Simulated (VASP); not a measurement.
Crystal: TiO2.

```
Ti O
1.0
     4.59685    0.00000    0.00000
     0.00000    4.59685    0.00000
     0.00000    0.00000    2.95349
Ti O
2 4
Cartesian
  0.0000 0.0000 0.0000
  2.2984 2.2984 1.4767
  1.4004 1.4004 0.0000
  0.8980 3.6988 1.4767
  3.6988 0.8980 1.4767
  3.1965 3.1965 0.0000
```

Base run:

```yaml
Program: VASP 6.6.1
Functional: r2SCAN
Potentials_or_basis: VASP PAW PBE potentials, release 64 (Ti_sv, O)
Cutoff: 520 eV
k_mesh: 6 × 6 × 8
Occupations: gaussian, width 0.01 eV
Spin: no spin polarisation
```

Its results: band gap on the k mesh 2.23 eV, direct; pressure 1.3 GPa; largest force 0.038 eV/Å.

Q: The run is repeated on the same cell with these changes: functional from r2SCAN to PBE; occupations from gaussian, width 0.01 eV to fermi-dirac, width 0.02 eV. What comes out?

A: Band gap on the k mesh 1.86 eV, direct; pressure 5.9 GPa; largest force 0.082 eV/Å.

Caveats: the PAW data sets were made with another functional, which shifts forces and pressure a little (some runs).

A k mesh can miss the band edges.
